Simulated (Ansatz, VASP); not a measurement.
# ScCu: VASP beside Ansatz

```
Sc Cu
1.0
     3.31986    0.00000    0.00000
     0.00000    3.31986    0.00000
     0.00000    0.00000    3.31986
Sc Cu
1 1
Cartesian
  1.6599 1.6599 1.6599
  0.0000 0.0000 0.0000
```

Change from the starting cell: volume scaled by 1.06.

Alike in both runs: task single point; functional LDA; k mesh 11 × 11 × 11; occupations fermi-dirac, width 0.05 eV; no spin polarisation.

|  | VASP | Ansatz |
| --- | --- | --- |
| version | VASP 6.6.1 | Ansatz 0.2.0 |
| potentials or method | VASP PAW LDA potentials, release 64 (Sc_sv, Cu), cutoff 520 eV | all-electron LAPW, scalar-relativistic |

Ansatz gave:

| Item | Value |
| --- | --- |
| pressure (GPa) | -11.4 |

Which values does VASP return?

Pressure (GPa): -10.7.

LDA's correlation is that of Perdew and Zunger in VASP and of Perdew and Wang (1992) in Ansatz. Ansatz ran all-electron here, and VASP with PAW potentials.
